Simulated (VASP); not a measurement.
# CuO (P2_1/c) in VASP: single point with PBE+U

Aim: the single point of CuO with PBE+U.

Program: VASP 6.6.1. These are calculated values, not measurements. Logs are shortened: lines on timing, memory, paths and dates and some standing lists are left out, and cuts for length are marked.

## (1) The cell of the first run

Symmetry: P2_1/c, No. 14, monoclinic system. The conventional cell has a = 4.319 Å, b = 4.019 Å, c = 6.526 Å, α = 90.00°, β = 126.99°, γ = 90.00°. Within 2.6 Å of Cu (site symmetry 1) lie 4 O at 1.97 to 1.98 Å. O (site symmetry 1) has 4 Cu at 1.97 to 1.98 Å and 2 O at 2.60 to 2.64 Å within 2.7 Å.

## (2) Single point, PBE+U, collinear spin

The input, INCAR:

```
SYSTEM = CuO
  PREC = Accurate
  ENCUT = 520
  EDIFF = 1E-6
  ISMEAR = 0
  SIGMA = 0.02
  LREAL = Auto
  LASPH = .True.
  NELM = 150
  ALGO = Normal
  ISIF = 2
  LWAVE = .False.
  LCHARG = .False.
  ISPIN = 2
  MAGMOM = 1 -1 -1 1 1 -1 -1 1 0 0 0 0 0 0 0 0
  LORBIT = 11
  LMAXMIX = 4
  LDAU = .True.
  LDAUTYPE = 2
  LDAUL = 2 -1
  LDAUU = 8 0
  LDAUJ = 0 0
  LDAUPRINT = 1
  GGA = PE
  NBANDS = 86
```

The input, KPOINTS:

```
regular mesh
0
Gamma
  3 6 3
  0 0 0
```

The input, POSCAR:

```
CuO
1.0
    3.7171155903      0.0000000000      5.3637823975
    0.0000000000      4.0186133154      0.0000000000
   -4.9148496961      0.0000000000      5.0222473918
Cu O
8 8
Direct
    0.1250746184      0.2522960868      0.8769378030
    0.6250747021      0.2522961199      0.3769374815
    0.3749252979      0.7477038801      0.6230625185
    0.8749253816      0.7477039132      0.1230621970
    0.3749253816      0.7522960868      0.1230621970
    0.8749252979      0.7522961199      0.6230625185
    0.1250747021      0.2477038801      0.3769374815
    0.6250746184      0.2477039132      0.8769378030
    0.1243061857      0.4744151844      0.1272260144
    0.6243061691      0.4744147911      0.6272259884
    0.3756938143      0.9744151844      0.8727739856
    0.8756938309      0.9744147911      0.3727740116
    0.3756938309      0.5255852089      0.3727740116
    0.8756938143      0.5255848156      0.8727739856
    0.1243061691      0.0255852089      0.6272259884
    0.6243061857      0.0255848156      0.1272260144
```

Potentials or basis: VASP PAW PBE potentials, release 64 (Cu, O).

Started as:

```console
> cat potpaw_PBE.64/Cu/POTCAR potpaw_PBE.64/O/POTCAR > POTCAR
> mpirun -np 1 vasp_std > vasp.out
```

OUTCAR:

```text
SYSTEM = CuO
   PREC = Accurate
   ENCUT = 520
   EDIFF = 1E-6
   ISMEAR = 0
   LREAL = Auto
   LASPH = .True.
   NELM = 150
   ISIF = 2
   ISPIN = 2
   LORBIT = 11
   GGA = PE

 ion  position               nearest neighbor table
   1  0.125  0.252  0.877-  14 1.97   9 1.97  11 1.98  15 1.98
   2  0.625  0.252  0.377-  13 1.97  10 1.97  12 1.98  16 1.98
   3  0.375  0.748  0.623-  10 1.97  13 1.97  15 1.98  11 1.98
   4  0.875  0.748  0.123-   9 1.97  14 1.97  16 1.98  12 1.98
   5  0.375  0.752  0.123-  16 1.97  11 1.97   9 1.98  13 1.98
   6  0.875  0.752  0.623-  15 1.97  12 1.97  10 1.98  14 1.98
[... 8 lines left out ...]
  15  0.124  0.026  0.627-   6 1.97   7 1.97   3 1.98   1 1.98
  16  0.624  0.026  0.127-   5 1.97   8 1.97   4 1.98   2 1.98
[... 9 lines left out ...]
 A1 = (   3.7171155903,   0.0000000000,   5.3637823975)
 A2 = (   0.0000000000,  -4.0186133154,   0.0000000000)
 A3 = (   4.9148496961,   0.0000000000,  -5.0222473918)

Analysis of symmetry for initial positions (statically):
=====================================================================
 Subroutine PRICEL returns following result:

  LATTYP: Found a simple monoclinic cell.
 ALAT       =     4.3193614856
 B/A-ratio  =     0.9303720767
 C/A-ratio  =     1.2102322658
 COS(beta)  =    -0.0751976889
[... 12 lines left out ...]
 Subroutine GETGRP returns: Found  4 space group operations
 (whereof  2 operations were pure point group operations)
 out of a pool of  4 trial point group operations.

The static configuration has the point symmetry S_2 .
 The point group associated with its full space group is C_2h.

Analysis of symmetry for dynamics (positions and initial velocities):
=====================================================================
 Subroutine PRICEL returns following result:

  LATTYP: Found a simple monoclinic cell.
 ALAT       =     4.3193614856
 B/A-ratio  =     0.9303720767
 C/A-ratio  =     1.2102322658
 COS(beta)  =    -0.0751976889
[... 12 lines left out ...]
 Subroutine GETGRP returns: Found  4 space group operations
 (whereof  2 operations were pure point group operations)
 out of a pool of  4 trial point group operations.

The dynamic configuration has the point symmetry S_2 .
 The point group associated with its full space group is C_2h.

Analysis of structural, dynamic, and magnetic symmetry:
=====================================================================
 Subroutine PRICEL returns following result:

  LATTYP: Found a simple monoclinic cell.
 ALAT       =     4.3193614856
 B/A-ratio  =     0.9303720767
 C/A-ratio  =     1.2102322658
 COS(beta)  =    -0.0751976889
[... 12 lines left out ...]
 Subroutine GETGRP returns: Found  4 space group operations
 (whereof  2 operations were pure point group operations)
 out of a pool of  4 trial point group operations.

The overall configuration has the point symmetry S_2 .
 The point group associated with its full space group is C_2h.

 Subroutine INISYM returns: Found  4 space group operations
 (whereof  2 operations are pure point group operations),
 and found     2 'primitive' translations

----------------------------------------------------------------------------------------

                                     Primitive cell

  volume of cell :      90.4800

  direct lattice vectors                    reciprocal lattice vectors
     4.315984534  0.000000133  0.170766337     0.230644459  0.000000000  0.026598222
     0.000000000  4.018613315  0.000000000    -0.000000007  0.248842056 -0.000000007
    -0.598865162  0.000000133  5.193013729    -0.007584480  0.000000000  0.191691756

  length of vectors
     4.319361486  4.018613315  5.227430638     0.232173065  0.248842056  0.191841741

  position of ions in fractional coordinates (direct lattice)
     0.248136714  0.252296079  0.002012481
     0.751862476  0.747703855  0.997987995
     0.251862881  0.752296062  0.497987757
     0.748137119  0.247703872  0.502012243
     0.997080071  0.474415176  0.251532259
     0.502919524  0.974415160  0.248467979
     0.002919119  0.525584758  0.748468216
     0.497080080  0.025585201  0.751532217

  ion indices of the primitive-cell ions
   primitive index   ion index
                 1           1
                 2           4
                 3           5
                 4           7
                 5           9
                 6          11
                 7          14
                 8          15
[... 66 lines left out ...]
   NELM   =    150;   NELMIN=  2; NELMDL= -5     # of ELM steps
   EDIFF  = 0.1E-05   stopping-criterion for ELM
   LREAL  =      T    real-space projection
   EDIFFG = 0.1E-04   stopping-criterion for IOM
   NSW    =      0    number of steps for IOM
   IBRION =     -1    ionic relax: 0-MD 1-quasi-New 2-CG
   NFREE  =      0    steps in history (QN), initial steepest desc. (CG)
   ISIF   =      2    stress and relaxation
   ISYM   =      2    0-nonsym 1-usesym 2-fastsym
   POTIM  = 0.5000    time-step for ionic-motion
   TEBEG  =    0.0;   TEEND  =   0.0 temperature during run
   PSTRESS=    0.0 pullay stress
   NELECT =     136.0000    total number of electrons
   NUPDOWN=      -1.0000    fix difference up-down
   EMIN   =  10.00;   EMAX   =-10.00  energy-range for DOS
   EFERMI =   0.00;   METHOD = LEGACY
   ISMEAR =     0;   SIGMA  =   0.02  broadening in eV -4-tet -1-fermi 0-gaus
   EFERMI_NEDOS =   21; number of points for ismear=-14 and -15
   IALGO  =     38    algorithm
   IMIX   =      4    mixing-type and parameters
     AMIX     =   0.40;   BMIX     =  1.00
     AMIX_MAG =   1.60;   BMIX_MAG =  1.00
  volume/ion in A,a.u.               =      11.31        76.32
  Fermi-wavevector in a.u.,A,eV,Ry     =   1.488425  2.812715 30.142467  2.215409
  Thomas-Fermi vector in A             =   2.601461
   LORBIT       =     11    0 simple, 1 ext, 2 COOP (PROOUT), +10 PAW based schemes
 LDA+U is selected, type is set to LDAUTYPE =  2
   angular momentum for each species LDAUL =     2   -1
   U (eV)           for each species LDAUU =   8.0  0.0
   J (eV)           for each species LDAUJ =   0.0  0.0
   GGA     = PE    functional components
   LHFCALC =     F    Hartree Fock is set to
   AEXX    =    0.0000 exact exchange contribution
   IVDW    =     0    specifies the selected vdW correction
   LEPSILON=     F    determine dielectric tensor
   LRPA    =     F    only Hartree local field effects (RPA)
 spin polarized calculation
 Gauss-broadening in eV      SIGMA  =   0.02
  energy-cutoff  :      520.00
  volume of cell :      180.96
 maximum number of plane-waves:      4910
 NGX is ok and might be reduce to    50
   NGX = 25   NGY = 15   NGZ = 27

atom =   1  type =  1  l = 2

 onsite density matrix

spin component  1
[... 248 lines left out ...]
  o =  0.3356  v =  0.0000  0.0000  0.0000  0.0000  0.0000 -0.0194  0.6764  0.0582  0.7226 -0.1287      0.0000  0.0000  0.0000  0.0000  0.0000  0.0000  0.0000  0.0000  0.0000  0.0000
  o =  0.9596  v =  0.0000  0.0000  0.0000  0.0000  0.0000  0.8668  0.1204  0.4673 -0.1209  0.0344      0.0000  0.0000  0.0000  0.0000  0.0000  0.0000  0.0000  0.0000  0.0000  0.0000
  o =  0.9651  v =  0.8635  0.1315  0.4697 -0.1272  0.0181  0.0000  0.0000  0.0000  0.0000  0.0000      0.0000  0.0000  0.0000  0.0000  0.0000  0.0000  0.0000  0.0000  0.0000  0.0000
  o =  0.9766  v =  0.0000  0.0000  0.0000  0.0000  0.0000 -0.0510  0.6326 -0.2074 -0.6435 -0.3743      0.0000  0.0000  0.0000  0.0000  0.0000  0.0000  0.0000  0.0000  0.0000  0.0000
  o =  0.9778  v =  0.0000  0.0000  0.0000  0.0000  0.0000  0.0682 -0.3503  0.0728  0.1605 -0.9174      0.0000  0.0000  0.0000  0.0000  0.0000  0.0000  0.0000  0.0000  0.0000  0.0000
  o =  0.9778  v =  0.1308 -0.6850  0.1129  0.5300 -0.4691  0.0000  0.0000  0.0000  0.0000  0.0000      0.0000  0.0000  0.0000  0.0000  0.0000  0.0000  0.0000  0.0000  0.0000  0.0000
  o =  0.9794  v = -0.0318  0.2535 -0.0911 -0.4141 -0.8689  0.0000  0.0000  0.0000  0.0000  0.0000      0.0000  0.0000  0.0000  0.0000  0.0000  0.0000  0.0000  0.0000  0.0000  0.0000
  o =  0.9845  v =  0.0000  0.0000  0.0000  0.0000  0.0000  0.4909 -0.0714 -0.8544  0.1530  0.0228      0.0000  0.0000  0.0000  0.0000  0.0000  0.0000  0.0000  0.0000  0.0000  0.0000
  o =  0.9850  v =  0.4859 -0.0132 -0.8699  0.0773  0.0328  0.0000  0.0000  0.0000  0.0000  0.0000      0.0000  0.0000  0.0000  0.0000  0.0000  0.0000  0.0000  0.0000  0.0000  0.0000
  o =  1.0320  v =  0.0141 -0.6701 -0.0406 -0.7249  0.1537  0.0000  0.0000  0.0000  0.0000  0.0000      0.0000  0.0000  0.0000  0.0000  0.0000  0.0000  0.0000  0.0000  0.0000  0.0000

 number of electron     136.0000084 magnetization      -0.0000000

 Free energy of the ion-electron system (eV)
  ---------------------------------------------------
  ext. energy  EPLUGINS =         0.00000000
  ---------------------------------------------------
  free energy    TOTEN  =       -62.32286261 eV

  energy without entropy =      -62.32286261  energy(sigma->0) =      -62.32286261

 E-fermi :   3.5938     XC(G=0): -11.1196

 val. band max:        3.4575592448   @ k =   0.0000   0.3333   0.0000
 cond. band min:       5.4796435762   @ k =   0.0000   0.0000   0.0000
 fundamental gap:      2.0220843314
 Fermi energy:         3.5937631855

 spin component 1

 k-point     1 :       0.0000    0.0000    0.0000
  band No.  band energies     occupation
      1     -14.5813      1.00000
      2     -13.7437      1.00000
      3     -13.6350      1.00000
      4     -13.6250      1.00000
      5     -13.6119      1.00000
      6     -13.3415      1.00000
[... 1649 lines left out ...]
     79       9.7344      0.00000
     80       9.7344      0.00000
 Fermi energy:         3.5937631855

 spin component 2

 k-point     1 :       0.0000    0.0000    0.0000
  band No.  band energies     occupation
      1     -14.5813      1.00000
      2     -13.7437      1.00000
      3     -13.6349      1.00000
      4     -13.6250      1.00000
      5     -13.6119      1.00000
      6     -13.3416      1.00000
[... 1649 lines left out ...]
     79       9.7344      0.00000
     80       9.7344      0.00000
 [bands above 80 left out]

------------------------ aborting loop because EDIFF is reached ----------------------------------------

  FORCE on cell =-STRESS in cart. coord.  units (eV):
  Direction    XX          YY          ZZ          XY          YZ          ZX
  --------------------------------------------------------------------------------------
  -------------------------------------------------------------------------------------
  Total       -6.1114742     -5.8548513     -7.0401174      0.0000000      0.0000000      0.7728316
  in kB      -54.1095573    -51.8374785    -62.3315457      0.0000000      0.0000000      6.8424695
  external PRESSURE =     -56.0928605 kB  Pullay stress =       0.0000000 kB

 VOLUME and BASIS-vectors are now :
 -----------------------------------------------------------------------------
  energy-cutoff  :      520.00
  volume of cell :      180.96
      direct lattice vectors                 reciprocal lattice vectors
     3.717115590  0.000000000  5.363782397     0.111530008  0.000000000  0.109145007
     0.000000000  4.018613315  0.000000000     0.000000000  0.248842056  0.000000000
    -4.914849696  0.000000000  5.022247392    -0.119114541  0.000000000  0.082546697

 POSITION                                       TOTAL-FORCE (eV/Angst)
 -----------------------------------------------------------------------------------
     -3.84510      1.01388      5.07507         0.036290     -0.033427     -0.022944
      0.47088      1.01388      5.24584         0.036290     -0.033427     -0.022944
     -1.66862      3.00473      5.14019        -0.036290      0.033427      0.022944
      2.64737      3.00473      5.31096        -0.036290      0.033427      0.022944
      0.78881      3.02319      2.62907        -0.036290     -0.033427      0.022944
      0.18994      3.02319      7.82208        -0.036290     -0.033427      0.022944
[... 8 lines left out ...]
     -2.62066      0.10282      3.81684         0.045888     -0.034131     -0.049817
      1.69532      0.10282      3.98760         0.045888     -0.034131     -0.049817
 -----------------------------------------------------------------------------------
    total drift:                                0.000000      0.007295     -0.000003

  FREE ENERGIE OF THE ION-ELECTRON SYSTEM (eV)
  ---------------------------------------------------
  free  energy   TOTEN  =       -62.3228626076 eV

  energy  without entropy=      -62.3228626076  energy(sigma->0) =      -62.32286261

 total charge

# of ion       s       p       d       tot
------------------------------------------
    1        0.374   0.370   9.152   9.896
    2        0.374   0.370   9.152   9.896
    3        0.374   0.370   9.152   9.896
    4        0.374   0.370   9.152   9.896
    5        0.374   0.370   9.152   9.896
    6        0.374   0.370   9.152   9.896
[... 8 lines left out ...]
   15        1.556   3.427   0.000   4.984
   16        1.556   3.427   0.000   4.984
--------------------------------------------------
tot         15.445  30.378  73.217 119.040

 magnetization (x)

# of ion       s       p       d       tot
------------------------------------------
    1       -0.004  -0.003   0.705   0.698
    2        0.004   0.003  -0.705  -0.698
    3        0.004   0.003  -0.705  -0.698
    4       -0.004  -0.003   0.705   0.698
    5       -0.004  -0.003   0.705   0.698
    6        0.004   0.003  -0.705  -0.698
[... 8 lines left out ...]
   15       -0.006  -0.103   0.000  -0.109
   16        0.006   0.103   0.000   0.109
--------------------------------------------------
tot          0.000   0.000   0.000   0.000
```

It took 39 min on 1 thread of Oxide Virtual Turin-like, shared host; peak memory 0.54 GiB.

Results:

```yaml
Free_energy: -62.3229 eV
Pressure: -5.6 GPa
Largest_force: 0.076 eV/Å
Band_gap_on_the_k_mesh: 2.02 eV
Net_moment: 0.00 μB per cell
Site_moments: Cu +0.70, -0.70 (each value once); O +0.11, -0.11 (each value once) μB
Valence_electrons_inside_the_program's_atomic_spheres: Cu 9.90; O 4.98
```

Forces in eV/Å, atoms in the order of the input:
```
Cu   0.036 -0.033 -0.023
Cu   0.036 -0.033 -0.023
Cu  -0.036  0.033  0.023
Cu  -0.036  0.033  0.023
Cu  -0.036 -0.033  0.023
Cu  -0.036 -0.033  0.023
Cu   0.036  0.033 -0.023
Cu   0.036  0.033 -0.023
O    0.046  0.034 -0.050
O    0.046  0.034 -0.050
O   -0.046  0.034  0.050
O   -0.046  0.034  0.050
O   -0.046 -0.034  0.050
O   -0.046 -0.034  0.050
O    0.046 -0.034 -0.050
O    0.046 -0.034 -0.050
```

Eigenvalues of the final occupation matrices:
| site | spin | trace | eigenvalues |
| --- | --- | --- | --- |
| site 1 d | 1 | 4.94 | 0.97 0.98 0.98 0.98 1.03 |
| site 1 d | 2 | 4.23 | 0.34 0.96 0.98 0.98 0.98 |
| site 2 d | 1 | 4.23 | 0.34 0.96 0.98 0.98 0.98 |
| site 2 d | 2 | 4.94 | 0.97 0.98 0.98 0.98 1.03 |
| site 3 d | 1 | 4.23 | 0.34 0.96 0.98 0.98 0.98 |
| site 3 d | 2 | 4.94 | 0.97 0.98 0.98 0.98 1.03 |
| site 4 d | 1 | 4.94 | 0.97 0.98 0.98 0.98 1.03 |
| site 4 d | 2 | 4.23 | 0.34 0.96 0.98 0.98 0.98 |
| site 5 d | 1 | 4.94 | 0.97 0.98 0.98 0.98 1.03 |
| site 5 d | 2 | 4.23 | 0.34 0.96 0.98 0.98 0.98 |
| site 6 d | 1 | 4.23 | 0.34 0.96 0.98 0.98 0.98 |
| site 6 d | 2 | 4.94 | 0.97 0.98 0.98 0.98 1.03 |

Caveat: the cell stands under tension; an odd mesh through Γ misses points on the zone boundary, where band edges can lie.
